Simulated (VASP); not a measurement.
# Ru in VASP: a series of runs, part 2 of 3

VASP 6.6.1.

### Step 3. Electric field gradients, PBE (equal xy, yz and zx shear strains of -2 %)

Contents of INCAR:

```
ALGO = Normal
EDIFF = 1E-8
ENCUT = 520
GGA = PE
ISIF = 2
ISMEAR = -1
LASPH = T
LCHARG = F
LEFG = T
LREAL = F
LWAVE = F
NBANDS = 21
NELM = 60
PREC = Accurate
SIGMA = 0.03
```

Contents of KPOINTS:

```
k-points
0
Gamma
  14 14 8
```

Contents of POSCAR:

```
Ru
1.0
    2.7057993342     -0.0270579933     -0.0270579933
   -1.3763325767      2.3568199577     -0.0099039129
   -0.0428190000     -0.0428190000      4.2819000000
Ru
2
Direct
    0.3333333333      0.6666666667      0.2500000000
    0.6666666667      0.3333333333      0.7500000000
```

Potentials or basis: VASP PAW PBE potentials, release 64 (Ru_pv).

Run with:

```console
$ cat potpaw_PBE.64/Ru_pv/POTCAR > POTCAR
$ mpirun -np 1 vasp_std > vasp.out
```

OUTCAR:

```text
EDIFF = 1E-8
   ENCUT = 520
   GGA = PE
   ISIF = 2
   ISMEAR = -1
   LASPH = T
   LREAL = F
   NELM = 60
   PREC = Accurate

 ion  position               nearest neighbor table
   1  0.333  0.667  0.250-   2 2.61   2 2.63   2 2.65   2 2.67   2 2.68   2 2.68
   2  0.667  0.333  0.750-   1 2.61   1 2.63   1 2.65   1 2.67   1 2.68   1 2.68

  LATTYP: Found a triclinic cell.
 ALAT       =     2.6826551870
 B/A-ratio  =     1.0087281860
 C/A-ratio  =     1.5963021223
 COS(alpha) =     0.0198960208
 COS(beta)  =     0.0274156886
 COS(gamma) =     0.4869832429

  Lattice vectors:

 A1 = (   1.3294667575,   2.3297619644,  -0.0369619062)
 A2 = (   2.7057993342,  -0.0270579933,  -0.0270579933)
 A3 = (   0.0428190000,   0.0428190000,  -4.2819000000)

Analysis of symmetry for initial positions (statically):
=====================================================================
 Subroutine PRICEL returns:
 Original cell was already a primitive cell.

 Routine SETGRP: Setting up the symmetry group for a
 triclinic supercell.

 Subroutine GETGRP returns: Found  2 space group operations
 (whereof  2 operations were pure point group operations)
 out of a pool of  2 trial point group operations.

The static configuration has the point symmetry S_2 .

Analysis of symmetry for dynamics (positions and initial velocities):
=====================================================================
 Subroutine PRICEL returns:
 Original cell was already a primitive cell.

 Routine SETGRP: Setting up the symmetry group for a
 triclinic supercell.

 Subroutine GETGRP returns: Found  2 space group operations
 (whereof  2 operations were pure point group operations)
 out of a pool of  2 trial point group operations.

The dynamic configuration has the point symmetry S_2 .

 Subroutine INISYM returns: Found  2 space group operations
 (whereof  2 operations are pure point group operations),
 and found     1 'primitive' translations

----------------------------------------------------------------------------------------

                                     Primitive cell

  volume of cell :      27.1411

  direct lattice vectors                    reciprocal lattice vectors
     2.705799334 -0.027057993 -0.027057993     0.371806973  0.217152090  0.005889591
    -1.376332577  2.356819958 -0.009903913     0.004311480  0.426836478  0.004311480
    -0.042819000 -0.042819000  4.281900000     0.002359479  0.002359479  0.233588375

  length of vectors
     2.706069901  2.729283745  4.282328169     0.430616004  0.426880026  0.233612206

  position of ions in fractional coordinates (direct lattice)
     0.333333333  0.666666667  0.250000000
     0.666666667  0.333333333  0.750000000

  ion indices of the primitive-cell ions
   primitive index   ion index
                 1           1
                 2           2

----------------------------------------------------------------------------------------
[... 74 lines left out ...]
   IBRION =     -1    ionic relax: 0-MD 1-quasi-New 2-CG
   NFREE  =      0    steps in history (QN), initial steepest desc. (CG)
   ISIF   =      2    stress and relaxation
   ISYM   =      2    0-nonsym 1-usesym 2-fastsym
   POTIM  = 0.5000    time-step for ionic-motion
   TEBEG  =    0.0;   TEEND  =   0.0 temperature during run
   PSTRESS=    0.0 pullay stress
   NELECT =      28.0000    total number of electrons
   NUPDOWN=      -1.0000    fix difference up-down
   EMIN   =  10.00;   EMAX   =-10.00  energy-range for DOS
   EFERMI =   0.00;   METHOD = LEGACY
   ISMEAR =    -1;   SIGMA  =   0.03  broadening in eV -4-tet -1-fermi 0-gaus
   EFERMI_NEDOS =   21; number of points for ismear=-14 and -15
   IALGO  =     38    algorithm
   IMIX   =      4    mixing-type and parameters
     AMIX     =   0.40;   BMIX     =  1.00
     AMIX_MAG =   1.60;   BMIX_MAG =  1.00
  volume/ion in A,a.u.               =      13.57        91.58
  Fermi-wavevector in a.u.,A,eV,Ry     =   1.654189  3.125964 37.230182  2.736341
  Thomas-Fermi vector in A             =   2.742499
   LORBIT       =      0    0 simple, 1 ext, 2 COOP (PROOUT), +10 PAW based schemes
   GGA     = PE    functional components
   LHFCALC =     F    Hartree Fock is set to
   AEXX    =    0.0000 exact exchange contribution
   IVDW    =     0    specifies the selected vdW correction
   LEPSILON=     F    determine dielectric tensor
   LRPA    =     F    only Hartree local field effects (RPA)
 non-spin polarized calculation
  energy-cutoff  :      520.00
  volume of cell :       27.14
 maximum number of plane-waves:       748
   NGX = 11   NGY = 11   NGZ = 15

 number of electron      28.0000007 magnetization

 Free energy of the ion-electron system (eV)
  ---------------------------------------------------
  ext. energy  EPLUGINS =         0.00000000
  ---------------------------------------------------
  free energy    TOTEN  =       -18.43931617 eV

  energy without entropy =      -18.43269058  energy(sigma->0) =      -18.43600337

 E-fermi :  12.8361     XC(G=0): -14.1224

 val. band max:       12.8336917376   @ k =   0.1429   0.2857  -0.0000
 cond. band min:      12.8361894496   @ k =   0.1429  -0.2143   0.3750
 fundamental gap:      0.0024977120
 Fermi energy:        12.8360865015

 k-point     1 :       0.0000    0.0000    0.0000
  band No.  band energies     occupation
      1     -30.8092      2.00000
      2     -29.8757      2.00000
      3     -29.8560      2.00000
      4     -29.7061      2.00000
      5     -29.6972      2.00000
      6     -29.6477      2.00000
[... 565 lines left out ...]
     20      23.2664      0.00000
     21      23.2791      0.00000

 [... further k-points ...]

------------------------ aborting loop because EDIFF is reached ----------------------------------------

  FORCE on cell =-STRESS in cart. coord.  units (eV):
  Direction    XX          YY          ZZ          XY          YZ          ZX
  --------------------------------------------------------------------------------------
  -------------------------------------------------------------------------------------
  Total        0.9050297      0.9087875      0.6539498      0.6933074      0.6780504      0.6764838
  in kB       53.4252162     53.6470430     38.6036044     40.9269411     40.0262988     39.9338158
  external PRESSURE =      48.5586212 kB  Pullay stress =       0.0000000 kB

 VOLUME and BASIS-vectors are now :
 -----------------------------------------------------------------------------
  energy-cutoff  :      520.00
  volume of cell :       27.14
      direct lattice vectors                 reciprocal lattice vectors
     2.705799334 -0.027057993 -0.027057993     0.371806973  0.217152090  0.005889591
    -1.376332577  2.356819958 -0.009903913     0.004311480  0.426836478  0.004311480
    -0.042819000 -0.042819000  4.281900000     0.002359479  0.002359479  0.233588375

 POSITION                                       TOTAL-FORCE (eV/Angst)
 -----------------------------------------------------------------------------------
     -0.02633      1.55149      1.05485         0.096436     -0.004590      0.018519
      1.31297      0.73545      3.19009        -0.096436      0.004590     -0.018519
 -----------------------------------------------------------------------------------
    total drift:                                0.000000     -0.000000      0.000000

  FREE ENERGIE OF THE ION-ELECTRON SYSTEM (eV)
  ---------------------------------------------------
  free  energy   TOTEN  =       -18.4393161670 eV

  energy  without entropy=      -18.4326905765  energy(sigma->0) =      -18.43600337

 Electric field gradients (V/A^2)
---------------------------------------------------------------------
 ion       V_xx      V_yy      V_zz      V_xy      V_xz      V_yz
---------------------------------------------------------------------
   1       6.429     6.873   -13.301    -2.454    -4.365    -4.336
   2       6.429     6.873   -13.301    -2.454    -4.365    -4.336
---------------------------------------------------------------------

 Electric field gradients after diagonalization (V/A^2)
 (convention: |V_zz| > |V_xx| > |V_yy|)
----------------------------------------------------------------------
 ion       V_xx      V_yy      V_zz     asymmetry (V_yy - V_xx)/ V_zz
----------------------------------------------------------------------
   1       9.119     6.129   -15.248       0.196
   2       9.119     6.129   -15.248       0.196
----------------------------------------------------------------------

           NMR quadrupolar parameters

 Cq : quadrupolar parameter    Cq=e*Q*V_zz/h
 eta: asymmetry parameters     (V_yy - V_xx)/ V_zz
 Q  : nuclear electric quadrupole moment in mb (millibarn)
----------------------------------------------------------------------
 ion       Cq(MHz)       eta       Q (mb)
----------------------------------------------------------------------
   1      -0.037       0.196       1.000
   2      -0.037       0.196       1.000
----------------------------------------------------------------------
```

It took 2.2 min on 1 thread of Intel Xeon 6975P-C (Granite Rapids), shared host; peak memory 0.42 GiB.

What came out:

- Free energy: -18.4393 eV
- Pressure: 4.9 GPa
- Largest force: 0.098 eV/Å
- Band gap on the k mesh: zero (bands 14 and 15 overlap by 3.18 eV)
- Largest electric field gradient by atom: Ru -15.2 V/Å²

Forces on the atoms (eV/Å):
```
Ru   0.096 -0.005  0.019
Ru  -0.096  0.005 -0.019
```

Electric field gradients, principal values (V/Å²):
```csv
atom,least,middle,greatest (by size)
1 Ru,6.129,9.119,-15.248
2 Ru,6.129,9.119,-15.248
```

Caveat: the cell differs from its parent crystal (equal xy, yz and zx shear strains of -2 %); the cell stands under pressure; without QUAD_EFG the Cq values of the log hold for a quadrupole moment of 1 mb, not for the nuclei.

(Part 2 of 3 ends here.)
